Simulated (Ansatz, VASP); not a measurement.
This is a calculation of SrO for Ansatz 0.2.0.

input.yaml

```yaml
crystal:
  lattice:
    - [0.0, 2.5490759911, 2.5490759911]
    - [2.5490759911, 0.0, 2.5490759911]
    - [2.5490759911, 2.5490759911, 0.0]
  atoms:
    - { symbol: Sr, position: [0.5, 0.5, 0.5] }
    - { symbol: O, position: [0.0, 0.0, 0.0] }
kpoints:
  mp_grid: { grid: [9, 9, 9] }
scf:
  occupations: { method: fermi_dirac, width: 0.05 }
hamiltonian:
  xc: pbesol
  pseudopotentials: { kind: all_electron, lapw: { basis_error: 0.001 } }
output:
  forces: true
  stress: true
  eigenvalues: true
```

Potentials or basis: all-electron LAPW, scalar-relativistic.

Command:

```bash
$ ansatz run input.yaml --threads 1 --pin off --max-ram 3072MiB --backend cpu --events-out ev --progress --plain --runs-dir out
```

Question: Translate it to VASP 6.6.1. Potentials there: VASP PAW PBE potentials, release 64 (Sr_sv, O).

Answer: As run (the cutoff follows the program's own potentials):

The input INCAR:

```
SYSTEM = SrO
ALGO = Normal
EDIFF = 1E-6
ENCUT = 520
GGA = PS
ISIF = 2
ISMEAR = -1
LASPH = .True.
LCHARG = .False.
LREAL = .False.
LWAVE = .False.
NBANDS = 15
NELM = 80
PREC = Accurate
SIGMA = 0.05
```

The input KPOINTS:

```
k-points
0
Gamma
  9 9 9
  0 0 0
```

File POSCAR:

```
SrO
1.0
    0.0000000000      2.5490759911      2.5490759911
    2.5490759911      0.0000000000      2.5490759911
    2.5490759911      2.5490759911      0.0000000000
Sr O
1 1
Direct
    0.5000000000      0.5000000000      0.5000000000
    0.0000000000      0.0000000000      0.0000000000
```

Potentials or basis: VASP PAW PBE potentials, release 64 (Sr_sv, O).

The run is started by

```console
$ cat potpaw_PBE.64/Sr_sv/POTCAR potpaw_PBE.64/O/POTCAR > POTCAR
$ mpirun -np 1 vasp_std > vasp.out
```

Both were run:

|  | VASP | Ansatz | Ansatz less VASP |
| --- | --- | --- | --- |
| gap on the k mesh at the Fermi level (eV) | 3.19 | 3.24 | +0.049 |
| least direct gap on the mesh (eV) | 3.27 | 3.31 | +0.037 |
| pressure (GPa) | 2.1 | 1.4 | -0.68 |

VASP's potentials were made for PBE, not for PBEsol. Ansatz ran all-electron here, and VASP with PAW potentials.
